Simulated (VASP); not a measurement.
# Cu: single point with PBEsol

Crystal: Cu.

```
CELL_PARAMETERS angstrom
0.00000 1.80750 1.80750
1.73520 0.00000 1.80750
1.73520 1.80750 0.00000
ATOMIC_POSITIONS crystal
Cu 0.00000 0.00000 0.00000
```

This cell differs from its parent crystal: strain -0.0400 x Voigt [1, 0, 0, 0, 0, 0].

* Program: VASP 6.6.1
* Task: single point
* Functional: PBEsol
* Potentials or basis: VASP PAW PBE potentials, release 64 (Cu)
* Cutoff: 520 eV
* k mesh: 22 × 22 × 22
* Occupations: gaussian, width 0.15 eV
* Spin: no spin polarisation

The pressure is 0.4 GPa.

Stress tensor (GPa, compression positive):
```
 1.94  0.00  0.00
 0.00 -0.34  0.00
 0.00  0.00 -0.34
```

Levels at points of the mesh, in eV from the Fermi level:
| k point | band 4 | band 5 | band 6 | band 7 | band 8 | band 9 |
| --- | --- | --- | --- | --- | --- | --- |
| (0.00, 0.00, 0.00) | -3.01 | -2.37 | -2.17 | 22.94 | 25.79 | 25.79 |
| (0.50, 0.00, 0.00) | -1.71 | -1.62 | -1.15 | 3.96 | 21.08 | 21.99 |
| (0.50, 0.50, 0.00) | -1.58 | -1.45 | 1.13 | 7.03 | 13.68 | 13.73 |
| (0.00, 0.50, 0.50) | -1.50 | -1.50 | 2.05 | 8.13 | 12.70 | 12.70 |

Wall time 40 s on 1 thread of Intel(R) Xeon(R) 6975P-C (Granite Rapids) (shared host), peak memory 0.22 GiB.

Caveat: the cell differs from its parent crystal (strain -0.0400 x Voigt [1, 0, 0, 0, 0, 0]); the PAW data sets were made with another functional, which shifts forces and pressure a little.
